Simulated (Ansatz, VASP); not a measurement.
**Two plane-wave programs on ZnS**

File POSCAR:

```
ZnS
1.0
    0.0000000000      2.6999659017      2.6999659017
    2.6999659017      0.0000000000      2.6999659017
    2.6999659017      2.6999659017      0.0000000000
Zn S
1 1
Direct
    0.0000000000      0.0000000000      0.0000000000
    0.2500000000      0.2500000000      0.2500000000
```

File INCAR.step1:

```
SYSTEM = ZnS
PREC = Accurate ; ENCUT = 600
ISMEAR = 0 ; SIGMA = 0.02
LREAL = .FALSE. ; LASPH = .TRUE.
NELM = 100 ; GGA = PE
ALGO = Normal ; EDIFF = 1E-4
LWAVE = .TRUE. ; LCHARG = .FALSE.
```

Contents of INCAR.step2:

```
SYSTEM = ZnS
PREC = Accurate ; ENCUT = 600
EDIFF = 1E-6 ; ISMEAR = 0
SIGMA = 0.02 ; LREAL = .FALSE.
LASPH = .TRUE. ; NELM = 100
ALGO = Normal ; ISIF = 3
LWAVE = .FALSE. ; LCHARG = .FALSE.
METAGGA = R2SCAN ; LMIXTAU = .TRUE.
IBRION = 2 ; NSW = 80
EDIFFG = -0.01 ; ISTART = 1
```

Contents of KPOINTS:

```
regular mesh
0
G
  8 8 8
  0 0 0
```

Input for Ansatz:

```yaml
crystal:
  lattice:
    - [0.0, 2.6999659017, 2.6999659017]
    - [2.6999659017, 0.0, 2.6999659017]
    - [2.6999659017, 2.6999659017, 0.0]
  atoms:
    - { symbol: Zn, position: [0.0, 0.0, 0.0] }
    - { symbol: S, position: [0.25, 0.25, 0.25] }
basis:
  ecutwfc: 500
kpoints:
  mp_grid: { grid: [8, 8, 8] }
hamiltonian:
  xc: r2scan
scf:
  occupations: { method: gaussian, width: 0.02 }
output:
  forces: true
  stress: true
  eigenvalues: true
relax:
  adjacent_minimum: "off"
  f_tol: 0.01
  max_steps: 60
  cell: { stress_tol: 0.1 }
```

Alike in both runs: task relaxation of cell and atoms; functional r2SCAN; k mesh 8 × 8 × 8; occupations gaussian, width 0.02 eV; no spin polarisation.

|  | VASP | Ansatz |
| --- | --- | --- |
| version | VASP 6.6.1 | Ansatz 0.2.0 |
| potentials or method | VASP PAW PBE potentials, release 64 (Zn, S), cutoff 600 eV | scalar-relativistic, plane waves, PAW |
| valence electrons in the cell | 18 | 18 |

```tsv
	VASP	Ansatz	Ansatz less VASP
gap on the k mesh at the Fermi level, each at its own relaxed structure (eV)	2.71	2.70	-0.009
relaxed volume (Å³/atom)	19.57	19.56	-0.010
relaxed cell length with the largest relative difference (Å)	3.811	3.811	-0.0007
```

VASP's potentials were made for PBE, not for r2SCAN.
